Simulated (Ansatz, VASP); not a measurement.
Al2Cl in VASP and in Ansatz

File INCAR:

```
PREC = Accurate
ENCUT = 520
EDIFF = 1E-6
ISMEAR = 0
SIGMA = 0.1
LREAL = False
LASPH = True
NELM = 60
ALGO = Normal
ISIF = 2
LWAVE = False
LCHARG = False
GGA = PE
NBANDS = 14
```

KPOINTS

```
Automatic mesh
0
Gamma
  6 6 6
```

File POSCAR:

```
Al2Cl
1.0
    0.0000000000      3.1348398400      3.1348398400
    3.1348398400      0.0000000000      3.1348398400
    3.1348398400      3.1348398400      0.0000000000
Al Cl
2 1
Direct
    0.2500000000      0.2500000000      0.2500000000
    0.7500000000      0.7500000000      0.7500000000
    0.5000000000      0.5000000000      0.5000000000
```

Input for Ansatz:

```yaml
crystal:
  lattice:
    - [0.0, 3.13483984, 3.13483984]
    - [3.13483984, 0.0, 3.13483984]
    - [3.13483984, 3.13483984, 0.0]
  atoms:
    - { symbol: Al, position: [0.25, 0.25, 0.25] }
    - { symbol: Al, position: [0.75, 0.75, 0.75] }
    - { symbol: Cl, position: [0.5, 0.5, 0.5] }
basis:
  ecutwfc: 420
kpoints:
  mp_grid: { grid: [6, 6, 6] }
hamiltonian:
  xc: pbe
scf:
  occupations: { method: gaussian, width: 0.1 }
  lower_state_search: "off"
output:
  forces: true
  stress: true
  eigenvalues: true
```

Alike in both runs: task single point; functional PBE; k mesh 6 × 6 × 6; occupations gaussian, width 0.1 eV; no spin polarisation.

```csv
,VASP,Ansatz
version,VASP 6.6.1,Ansatz 0.2.0
potentials or method,"VASP PAW PBE potentials, release 64 (Al, Cl), cutoff 520 eV","scalar-relativistic, plane waves, PAW"
valence electrons in the cell,13,13
```

```tsv
	VASP	Ansatz	Ansatz less VASP
gap on the k mesh at the Fermi level (eV)	none	none	-
pressure (GPa)	11.3	11.2	-0.08
```

A gap of «none» marks a metal or a gap that the smearing closes.
